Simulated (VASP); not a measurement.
Input of a VASP 6.6.1 run:

INCAR

```
SYSTEM = GaAs
ALGO = Normal
EDIFF = 1E-6
EDIFFG = -0.002
ENCUT = 600
IBRION = 2
ISIF = 3
ISMEAR = 0
LASPH = .TRUE.
LCHARG = .FALSE.
LREAL = .FALSE.
LWAVE = .FALSE.
NELM = 80
NSW = 100
PREC = Accurate
SIGMA = 0.02
```

The input KPOINTS:

```
k-points
0
G
  10 10 10
  0 0 0
```

Contents of POSCAR:

```
GaAs
1.0
    0.0000000000      2.8015691422      2.8015691422
    2.8015691422      0.0000000000      2.8015691422
    2.8015691422      2.8015691422      0.0000000000
Ga As
1 1
Direct
    0.0000000000      0.0000000000      0.0000000000
    0.7500000000      0.7500000000      0.7500000000
```

Potentials or basis: VASP PAW LDA potentials, release 64 (Ga_d, As).

The run is started by

```sh
$ cat potpaw_LDA.64/Ga_d/POTCAR potpaw_LDA.64/As/POTCAR > POTCAR
$ mpirun -np 1 vasp_std > vasp.out
```

(1) Estimate the relaxed cell.

(2) What does it give for the relaxed volume?

(3) Estimate the band gap on the k mesh.

(4) Estimate the space group after relaxing (to 0.05 Å).

## Answers

(1) a = 3.967 Å, b = 3.967 Å, c = 3.967 Å, α = 60.00°, β = 60.00°, γ = 60.00°.

(2) 22.08 Å³/atom.

(3) 0.51 eV, direct.

(4) F-43m (No. 216).
